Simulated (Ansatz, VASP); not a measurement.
## TaN: VASP beside Ansatz

```
Ta N
1.0
     0.00000    2.24260    2.24260
     2.24260    0.00000    2.24260
     2.24260    2.24260    0.00000
Ta N
1 1
Direct
  0.50000 0.50000 0.50000
  0.00000 0.00000 0.00000
```

Alike in both runs: functional PBE; k mesh 11 × 11 × 11; occupations fermi-dirac, width 0.02 eV; no spin polarisation.

Ansatz relaxed the structure, and its values are those at the end. VASP's run is a single point on that final structure, the one shown.

|  | VASP | Ansatz |
| --- | --- | --- |
| version | VASP 6.6.1 | Ansatz 0.2.0 |
| potentials or method | VASP PAW PBE potentials, release 64 (Ta_pv, N), cutoff 520 eV | all-electron LAPW, non-relativistic |

|  | VASP | Ansatz | Ansatz less VASP |
| --- | --- | --- | --- |
| pressure (GPa) | -13.1 | 0.0 | +13.07 |

One of these differences is far larger than is usual between the two programs; its cause wasn't traced. Ansatz ran all-electron here, and VASP with PAW potentials.

Neither program's run includes spin-orbit coupling.
